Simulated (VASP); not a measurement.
Set up this calculation in VASP 6.6.1, as the native input.

```yaml
Task: single point
Functional: HSE06
Potentials_or_basis: VASP PAW PBE potentials, release 64 (Ba_sv, S)
Cutoff: 400 eV
k_mesh: 4 × 4 × 4
Occupations: gaussian, width 0.01 eV
Spin: no spin polarisation
Dipole_correction: no
Grid_for_exact_exchange_PRECFOCK: Normal
Further_INCAR_settings: ALGO = Normal; EDIFF = 1e-06; NBANDS = 15
Share_of_exact_exchange: 0.25
Screening_parameter: 0.2079 1/Å
```

The system is BaS.

```
Ba S
1.0
     0.00000    3.56235    3.51941
     3.56235    0.00000    3.51941
     3.56235    3.56235    0.00000
Ba S
1 1
Cartesian
  0.0000 0.0000 0.0000
  1.7812 1.7812 1.7597
```

This cell differs from its parent crystal: biaxial xy strain +1.2%.

One way to write it, as run:

POSCAR

```
BaS
1.0
    0.0000000000      3.5623485945      3.5194117709
    3.5623485945      0.0000000000      3.5194117709
    3.5623485945      3.5623485945      0.0000000000
Ba S
1 1
Direct
    0.0000000000      0.0000000000      0.0000000000
    0.2500000000      0.2500000000      0.2500000000
```

INCAR.step1

```
PREC = Accurate ; ENCUT = 400
EDIFF = 1E-5 ; ISMEAR = 0
SIGMA = 0.01 ; LREAL = False
LASPH = True ; NELM = 120
ALGO = Normal ; ISIF = 2
LWAVE = True ; LCHARG = False
NBANDS = 15 ; GGA = PE
GGA_COMPAT = False
```

INCAR.step2

```
PREC = Accurate ; ENCUT = 400
EDIFF = 1E-6 ; ISMEAR = 0
SIGMA = 0.01 ; LREAL = False
LASPH = True ; NELM = 120
ALGO = Normal ; ISIF = 2
LWAVE = False ; LCHARG = False
GGA = PE ; LHFCALC = True
HFSCREEN = 0.2079 ; PRECFOCK = Normal
NBANDS = 15 ; ISTART = 1
GGA_COMPAT = False
```

KPOINTS

```
regular mesh
0
Gamma
  4 4 4
```

Potentials or basis: VASP PAW PBE potentials, release 64 (Ba_sv, S).

The run is started by

```sh
$ cat potpaw_PBE.64/Ba_sv/POTCAR potpaw_PBE.64/S/POTCAR > POTCAR
$ cp INCAR.step1 INCAR
$ mpirun -np 1 vasp_std > vasp.out
$ cp INCAR.step2 INCAR
$ mpirun -np 1 vasp_std > vasp.out
```

Results of the run:

```yaml
Pressure: -0.5 GPa
Band_gap_on_the_k_mesh: 3.59 eV (least direct gap 4.26 eV)
```

Caveat: the cell differs from its parent crystal (biaxial xy strain +1.2%); the structure was generated, so it needn't be the stable form of BaS; the PAW data sets were made with another functional, which shifts forces and pressure a little; spin-orbit coupling is left out, which moves the levels of the heavy elements.

Wall time 8.6 min on 1 thread of Intel(R) Xeon(R) Platinum 8488C (Sapphire Rapids), with other jobs on the host, peak memory 0.32 GiB.
